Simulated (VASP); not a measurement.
A run of VASP 6.6.1 is set up as follows.

INCAR

```
PREC = Accurate
ENCUT = 520
EDIFF = 1E-6
ISMEAR = -1
SIGMA = 0.08
LREAL = False
LASPH = True
NELM = 80
ALGO = Normal
ISIF = 2
LWAVE = False
LCHARG = False
GGA = PE
NBANDS = 9
```

File KPOINTS:

```
regular mesh
0
Gamma
  19 19 19
```

Contents of POSCAR:

```
O
1.0
   -1.1965222867      1.1965222867      1.1965222867
    1.1965222867     -1.1965222867      1.1965222867
    1.1965222867      1.1965222867     -1.1965222867
O
1
Direct
    0.0000000000      0.0000000000      0.0000000000
```

Potentials or basis: VASP PAW PBE potentials, release 64 (O).

Command:

```sh
$ cat potpaw_PBE.64/O/POTCAR > POTCAR
$ mpirun -np 1 vasp_std > vasp.out
```

Task: What does it give for the band gap on the k mesh?

Result: Zero (band 3 reaches 6.25 eV, above the bottom of band 4 at 0.51 eV).

Task: What does it give for the pressure?

Result: 25.5 GPa.
